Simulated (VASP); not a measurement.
# AlN (Cm) in VASP: a series of runs, part 2 of 2

VASP 6.6.1. Earlier steps stand in the parts before.

## 3. Single point, PBE

This run uses another cell than the first one, of the same volume but with other edges.

The input, INCAR:

```
SYSTEM = AlN
PREC = Accurate
ENCUT = 520
EDIFF = 1E-6
ISMEAR = 0
SIGMA = 0.05
LREAL = .False.
LASPH = .True.
NELM = 80
ALGO = Normal
ISIF = 2
LWAVE = .False.
LCHARG = .False.
GGA = PE
NBANDS = 26
```

The input, KPOINTS:

```
Automatic mesh
0
Gamma
  8 8 3
  0 0 0
```

The input, POSCAR:

```
AlN
1.0
   -3.1302395629      0.0000000000      0.0000000000
   -1.5651197814     -2.7108669814      0.0000000000
   -2.7388031055     -1.5812487103     10.0359593112
Al N
4 4
Direct
   -0.1943282221     -0.1943282221      0.9046143587
    0.0973217779      0.0973217779      0.4046143587
    0.5764801112      0.5764801112      0.1546143587
    0.2848301112      0.2848301112      0.6546143587
    0.2776948888      0.2776948888      0.0953856413
   -0.0139551112     -0.0139551112      0.5953856413
    0.4652032221      0.4652032221      0.3453856413
    0.1735532221      0.1735532221      0.8453856413
```

Potentials or basis: VASP PAW PBE potentials, release 64 (Al, N).

Started as:

```sh
cat potpaw_PBE.64/Al/POTCAR potpaw_PBE.64/N/POTCAR > POTCAR
mpirun -np 1 vasp_std > vasp.out
```

OUTCAR:

```text
SYSTEM = AlN
   PREC = Accurate
   ENCUT = 520
   EDIFF = 1E-6
   ISMEAR = 0
   LREAL = .False.
   LASPH = .True.
   NELM = 80
   ISIF = 2
   GGA = PE

 ion  position               nearest neighbor table
   1  0.806  0.806  0.905-   8 1.90   8 1.90   8 1.90   5 2.51   5 2.51   3 2.55   4 3.09   4 3.09
                             4 3.09
   2  0.097  0.097  0.405-   7 1.90   7 1.90   7 1.90   6 1.91   4 3.09   3 3.09   4 3.09   3 3.09
                             3 3.09   4 3.09
   3  0.576  0.576  0.155-   5 1.90   5 1.90   5 1.90   7 1.91   1 2.55   2 3.09   2 3.09   2 3.09

   4  0.285  0.285  0.655-   6 1.90   6 1.90   6 1.90   8 1.91   2 3.09   1 3.09   2 3.09   1 3.09
                             1 3.09   2 3.09
   5  0.278  0.278  0.095-   3 1.90   3 1.90   3 1.90   1 2.51   1 2.51
   6  0.986  0.986  0.595-   4 1.90   4 1.90   4 1.90   2 1.91
   7  0.465  0.465  0.345-   2 1.90   2 1.90   2 1.90   3 1.91
   8  0.174  0.174  0.845-   1 1.90   1 1.90   1 1.90   4 1.91

  LATTYP: Found a base centered monoclinic cell.
 ALAT       =     5.4217339628
 B/A-ratio  =     0.5773502692
 C/A-ratio  =     1.8973837374
 COS(beta)  =    -0.2196181994

  Lattice vectors:

 A1 = (  -3.1302395629,   0.0000000000,   0.0000000000)
[... 190 lines left out ...]

 val. band max:        6.2812834257   @ k =   0.0000   0.0000   0.0000
 cond. band min:       9.3395383200   @ k =   0.5000  -0.0000   0.3333
 fundamental gap:      3.0582548943
 Fermi energy:         6.5431464322

 k-point     1 :       0.0000    0.0000    0.0000
  band No.  band energies     occupation
      1      -9.0385      2.00000
      2      -8.1911      2.00000
      3      -8.1493      2.00000
      4      -6.9428      2.00000
      5       0.1673      2.00000
      6       2.6499      2.00000
[... 685 lines left out ...]
     25      16.2833      0.00000
     26      17.2306      0.00000

 [... further k-points ...]
[... 5 lines left out ...]
  --------------------------------------------------------------------------------------
  -------------------------------------------------------------------------------------
  Total       -1.9172340     -3.7449797      3.0903126      1.5828742      0.0830446      0.1438374
  in kB      -36.0695759    -70.4555768     58.1391018     29.7791503      1.5623456      2.7060620
  external PRESSURE =     -16.1286837 kB  Pullay stress =       0.0000000 kB

 VOLUME and BASIS-vectors are now :
 -----------------------------------------------------------------------------
  energy-cutoff  :      520.00
  volume of cell :       85.16
      direct lattice vectors                 reciprocal lattice vectors
    -3.130239563  0.000000000  0.000000000    -0.319464367  0.184442838 -0.058121001
    -1.565119781 -2.710866981  0.000000000     0.000000000 -0.368885676 -0.058121001
    -2.738803106 -1.581248710 10.035959311     0.000000000  0.000000000  0.099641695

 POSITION                                       TOTAL-FORCE (eV/Angst)
 -----------------------------------------------------------------------------------
     -6.26048     -3.61449      9.07867        -0.574171     -0.331498     -0.766107
     -1.56512     -0.90362      4.06069         0.004175      0.002410     -0.048648
     -3.13024     -1.80724      1.55170         0.348385      0.201140      1.717257
     -3.13024     -1.80724      6.56968         0.038317      0.022122     -0.029055
     -1.56512     -0.90362      0.95729        -0.113270     -0.065396     -0.641752
     -6.26048     -3.61449      5.97527         0.015884      0.009171     -0.011534
     -3.13024     -1.80724      3.46628        -0.033338     -0.019248      0.031532
     -3.13024     -1.80724      8.48426         0.314018      0.181298     -0.251693
 -----------------------------------------------------------------------------------
    total drift:                               -0.000058     -0.000033     -0.001153

  FREE ENERGIE OF THE ION-ELECTRON SYSTEM (eV)
  ---------------------------------------------------
  free  energy   TOTEN  =       -58.1026756506 eV

  energy  without entropy=      -58.1026756506  energy(sigma->0) =      -58.10267565
```

OSZICAR:

```text
N       E                     dE             d eps       ncg     rms          rms(c)
DAV:   1     0.109269701923E+03    0.10927E+03   -0.14687E+04  2964   0.111E+03
DAV:   2    -0.575491182786E+02   -0.16682E+03   -0.15702E+03  3952   0.226E+02
DAV:   3    -0.671343338913E+02   -0.95852E+01   -0.95291E+01  4008   0.557E+01
DAV:   4    -0.672209738629E+02   -0.86640E-01   -0.86580E-01  3560   0.605E+00
DAV:   5    -0.672222171117E+02   -0.12432E-02   -0.12429E-02  3970   0.724E-01    0.168E+01
DAV:   6    -0.580903000508E+02    0.91319E+01   -0.29288E+01  3700   0.288E+01    0.585E+00
DAV:   7    -0.581344495822E+02   -0.44150E-01   -0.13618E+00  3564   0.643E+00    0.406E+00
DAV:   8    -0.581068816484E+02    0.27568E-01   -0.12506E-01  3766   0.251E+00    0.642E-01
DAV:   9    -0.581016145683E+02    0.52671E-02   -0.24086E-02  4048   0.839E-01    0.297E-01
DAV:  10    -0.581026980856E+02   -0.10835E-02   -0.45699E-03  3856   0.381E-01    0.124E-01
DAV:  11    -0.581026633814E+02    0.34704E-04   -0.47952E-04  3656   0.175E-01    0.410E-02
DAV:  12    -0.581026734302E+02   -0.10049E-04   -0.10608E-04  3496   0.654E-02    0.170E-02
DAV:  13    -0.581026751182E+02   -0.16880E-05   -0.68115E-06  3512   0.182E-02    0.686E-03
DAV:  14    -0.581026756506E+02   -0.53241E-06   -0.13710E-06  2344   0.849E-03
   1 F= -.58102676E+02 E0= -.58102676E+02  d E =-.181069E-15
```

It took 3.5 min on 1 thread of Intel Xeon 8259CL, shared host; peak memory 0.25 GiB.

What came out:

```yaml
Free_energy: -58.1027 eV
Pressure: -1.6 GPa
Largest_force: 1.764 eV/Å
Band_gap_on_the_k_mesh: 3.06 eV, indirect (least direct gap 3.19 eV)
```

Forces in eV/Å, atoms in the order of the input:
```
Al  -0.574 -0.331 -0.766
Al   0.004  0.002 -0.049
Al   0.348  0.201  1.717
Al   0.038  0.022 -0.029
N   -0.113 -0.065 -0.642
N    0.016  0.009 -0.012
N   -0.033 -0.019  0.032
N    0.314  0.181 -0.252
```

Caveat: forces of over 1 eV/Å act on the atoms, so gaps and moduli don't describe the material at rest. A k mesh can miss the band edges.

## 4. Single point, PBE

This run uses another cell than the first one, of the same volume but with other edges.

The input, INCAR:

```
ALGO = Normal
EDIFF = 1E-6
ENCUT = 520
GGA = PE
ISIF = 2
ISMEAR = 0
LASPH = T
LCHARG = F
LREAL = F
LWAVE = F
NBANDS = 26
NELM = 100
PREC = Accurate
SIGMA = 0.05
```

The input, KPOINTS:

```
k-points
0
Gamma
  8 8 3
```

The input, POSCAR:

```
AlN
1.0
   -3.1302395629      0.0000000000      0.0000000000
   -1.5651197814     -2.7108669814      0.0000000000
   -3.5215195082     -2.0331502361     10.0359593112
Al N
4 4
Direct
   -0.3451274357     -0.3451274357      0.9046143587
    0.0298725643      0.0298725643      0.4046143587
    0.5507058976      0.5507058976      0.1546143587
    0.1757058976      0.1757058976      0.6546143587
    0.2617941024      0.2617941024      0.0953856413
   -0.1132058976     -0.1132058976      0.5953856413
    0.4076274357      0.4076274357      0.3453856413
    0.0326274357      0.0326274357      0.8453856413
```

Started as:

```sh
cat potpaw_PBE.64/Al/POTCAR potpaw_PBE.64/N/POTCAR > POTCAR
mpirun -np 1 vasp_std > vasp.out
```

Run time: 3.5 min. Hardware: 1 thread of Intel Xeon 8259CL, shared host; peak memory 0.25 GiB.

The run converged. Its results:

```yaml
Free_energy: -58.2040 eV
Pressure: -1.6 GPa
Largest_force: 1.731 eV/Å
Band_gap_on_the_k_mesh: 3.02 eV, indirect (least direct gap 3.25 eV)
```

Forces in eV/Å, atoms in the order of the input:
```
Al   0.905  0.522 -0.745
Al  -0.010 -0.006 -0.044
Al  -0.334 -0.193  1.688
Al  -0.007 -0.004 -0.021
N   -0.424 -0.245 -0.717
N   -0.011 -0.006 -0.010
N    0.007  0.004  0.030
N   -0.126 -0.073 -0.181
```

Stress tensor (GPa, compression positive):
```
-6.44 -2.49 -2.81
-2.49 -3.57 -1.62
-2.81 -1.62  5.31
```

Levels at points of the mesh, in eV from the valence-band top:
```csv
k point,band 12,band 13,band 14,band 15,band 16,band 17,band 18,band 19,band 20,band 21
"(0.00, 0.00, 0.00)",-0.74,-0.71,-0.52,-0.38,0.00,3.25,5.38,6.08,6.29,9.24
"(0.50, 0.00, 0.00)",-1.85,-1.73,-1.57,-1.03,-0.95,3.28,5.17,5.45,6.08,7.34
"(0.50, 0.50, 0.00)",-1.90,-1.70,-1.68,-0.92,-0.82,3.22,5.23,5.40,6.39,7.03
```

Caveat: forces of over 1 eV/Å act on the atoms, so gaps and moduli don't describe the material at rest. A k mesh can miss the band edges.

## 5. Single point, PBE

This run uses another cell than the first one, of the same volume but with other edges.

The input, INCAR:

```
  PREC = Accurate
  ENCUT = 520
  EDIFF = 1E-6
  ISMEAR = 0
  SIGMA = 0.05
  LREAL = F
  LASPH = T
  NELM = 80
  ALGO = Normal
  ISIF = 2
  LWAVE = F
  LCHARG = F
  GGA = PE
  NBANDS = 26
```

The input, KPOINTS:

```
Automatic mesh
0
Gamma
  8 8 3
```

The input, POSCAR:

```
AlN
1.0
   -3.1302395629      0.0000000000      0.0000000000
   -1.5651197814     -2.7108669814      0.0000000000
   -4.3042359109     -2.4850517619     10.0359593112
Al N
4 4
Direct
   -0.4959266493     -0.4959266493      0.9046143587
   -0.0375766493     -0.0375766493      0.4046143587
    0.5249316840      0.5249316840      0.1546143587
    0.0665816840      0.0665816840      0.6546143587
    0.2458933160      0.2458933160      0.0953856413
   -0.2124566840     -0.2124566840      0.5953856413
    0.3500516493      0.3500516493      0.3453856413
   -0.1082983507     -0.1082983507      0.8453856413
```

Started as:

```sh
cat potpaw_PBE.64/Al/POTCAR potpaw_PBE.64/N/POTCAR > POTCAR
mpirun -np 1 vasp_std > vasp.out
```

Wall time 3.4 min (1 thread of Intel Xeon 8259CL, shared host); peak memory 0.25 GiB.

It converged, with:

```
Free energy            : -59.3306 eV
Pressure               : -0.6 GPa
Largest force          : 0.901 eV/Å
Band gap on the k mesh : 3.84 eV, direct
```

Forces in eV/Å, atoms in the order of the input:
```
Al   0.775  0.448  0.104
Al  -0.010 -0.006 -0.021
Al  -0.227 -0.131  0.260
Al   0.021  0.012 -0.027
N   -0.603 -0.348 -0.281
N   -0.003 -0.002  0.012
N   -0.015 -0.009  0.019
N    0.062  0.036 -0.066
```

Stress tensor (GPa, compression positive):
```
-1.68 -1.18 -3.57
-1.18 -0.32 -2.06
-3.57 -2.06  0.17
```

Levels at points of the mesh, in eV from the valence-band top:
```tsv
k point	band 14	band 15	band 16	band 17	band 18	band 19
(0.00, 0.00, 0.00)	-0.40	-0.23	0.00	3.84	6.01	6.19
(0.50, 0.00, 0.00)	-1.23	-1.02	-0.97	4.72	5.11	5.60
(0.50, 0.50, 0.00)	-1.54	-1.19	-0.78	4.77	5.30	5.45
```

A k mesh can miss the band edges. A hybrid or GW would open this gap; PBE tends to underestimate it.

## 6. The runs side by side

| cell | gap on the mesh (eV) | pressure (GPa) | largest force (eV/Å) |
| --- | --- | --- | --- |
| a = 3.130, b = 3.130, c = 10.287 Å, angles 79.0, 79.0, 60.0°, 8 atoms | 2.69 | -1.1 | 1.27 |
| a = 3.130, b = 3.130, c = 10.522 Å, angles 74.9, 74.9, 60.0°, 8 atoms | 3.06 | -1.6 | 1.76 |
| a = 3.130, b = 3.130, c = 10.828 Å, angles 71.0, 71.0, 60.0°, 8 atoms | 3.02 | -1.6 | 1.73 |
| a = 3.130, b = 3.130, c = 11.199 Å, angles 67.4, 67.4, 60.0°, 8 atoms | 3.84 | -0.6 | 0.90 |

Alike in all rows: task single point; level PBE; potentials or basis VASP PAW PBE potentials, release 64 (Al, N); no spin polarisation; k mesh 8 × 8 × 3; cutoff (eV) 520; smearing gaussian 0.05 eV.

Caveats: forces of over 1 eV/Å act on the atoms, so gaps and moduli don't describe the material at rest (some runs).

Absolute energies hang on the potentials; compare differences alone.
